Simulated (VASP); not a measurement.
The system is Ti.

```
CELL_PARAMETERS angstrom
-1.64100 1.64100 1.64100
1.64100 -1.64100 1.64100
1.64100 1.64100 -1.64100
ATOMIC_POSITIONS crystal
Ti 0.00000 0.00000 0.00000
```

This isn't the form of Ti at room conditions, which is hcp.

```yaml
Program: VASP 6.6.1
Task: relaxation of volume and atoms at fixed shape
Functional: PBEsol
Potentials_or_basis: VASP PAW PBE potentials, release 64 (Ti_sv)
Cutoff: 500 eV
k_mesh: 11 × 11 × 11
Occupations: methfessel-paxton, width 0.05 eV
Spin: no spin polarisation
```

At the start: pressure -7.4 GPa; volume 17.68 Å³/atom.

Problem. Where does the relaxation end?

Solution. Over 3 steps the energy falls by 30.4 meV/atom and the volume is 16.43 Å³/atom (-7.0 %); space group Im-3m (No. 229, to 0.1 Å) before and after.

The path:
| step | energy change (eV) | largest force (eV/Å) | pressure (GPa) | volume (Å³) |
| --- | --- | --- | --- | --- |
| 1 | 0.0000 | 0.0000 | -7.37 | 17.68 |
| 2 | -0.0171 | 0.0000 | 5.84 | 15.68 |
| 3 | -0.0304 | 0.0000 | 0.00 | 16.43 |

Final structure:
```
CELL_PARAMETERS angstrom
-1.60159 1.60159 1.60159
1.60159 -1.60159 1.60159
1.60159 1.60159 -1.60159
ATOMIC_POSITIONS crystal
Ti 0.00000 0.00000 0.00000
```

Caveat: the PAW data sets were made with another functional, which shifts forces and pressure a little.
